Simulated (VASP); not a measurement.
Crystal: Na2Ag.

```
Na Ag
1.0
     4.37398    0.00000    0.00000
    -2.18699    3.78798    0.00000
     0.00000    0.00000    3.83151
Na Ag
2 1
Direct
  0.33330 0.66670 0.50000
  0.66660 0.33330 0.50000
  0.00000 0.00000 0.00000
```

- Program: VASP 6.6.1
- Task: relaxation of cell and atoms
- Functional: LDA
- Potentials or basis: VASP PAW LDA potentials, release 64 (Na_pv, Ag)
- Cutoff: 500 eV
- k mesh: 5 × 5 × 5, shifted
- Occupations: fermi-dirac, width 0.1 eV
- Spin: no spin polarisation

At the start: pressure 1.4 GPa; volume 21.16 Å³/atom.

Q: How do energy, volume and symmetry change on relaxing?

A: Over 12 steps the energy falls by 189.2 meV/atom and the volume is 21.07 Å³/atom (-0.4 %); space group P6/mmm (No. 191, to 0.1 Å) before and after.

Step by step:
| step | energy change (eV) | largest force (eV/Å) | pressure (GPa) | volume (Å³) |
| --- | --- | --- | --- | --- |
| 1 | 0.0000 | 0.0007 | 1.43 | 63.48 |
| 2 | -0.2027 | 0.0004 | 0.48 | 65.12 |
| 3 | -0.4396 | 0.0002 | -1.16 | 67.98 |
| 4 | -0.4825 | 0.0002 | -1.66 | 68.80 |
| 5 | -0.5185 | 0.0004 | -2.20 | 69.81 |
| 6 | -0.5112 | 0.0003 | -2.01 | 69.43 |
| 7 | -0.5615 | 0.0002 | -0.60 | 64.78 |
| 8 | -0.5663 | 0.0001 | 0.06 | 63.21 |
| 9 | -0.5664 | 0.0001 | 0.14 | 63.01 |
| 10 | -0.5664 | 0.0001 | 0.19 | 62.89 |
| 11 | -0.5671 | 0.0001 | 0.12 | 63.01 |
| 12 | -0.5676 | 0.0001 | 0.04 | 63.20 |

Final structure:
```cif
data_structure
_symmetry_space_group_name_H-M 'P 1'
_symmetry_Int_Tables_number 1
_cell_length_a 5.0749
_cell_length_b 5.0749
_cell_length_c 2.8337
_cell_angle_alpha 90.000
_cell_angle_beta 90.000
_cell_angle_gamma 120.000
_cell_volume 63.20
loop_
_atom_site_label
_atom_site_type_symbol
_atom_site_fract_x
_atom_site_fract_y
_atom_site_fract_z
_atom_site_occupancy
Na1 Na 0.33330 0.66667 0.50000 1
Na2 Na 0.66663 0.33333 0.50000 1
Ag1 Ag 0.99997 0.00000 0.00000 1
```

Caveat: a cell axis changed by over 15 % at a fixed basis, so the end point is rough.
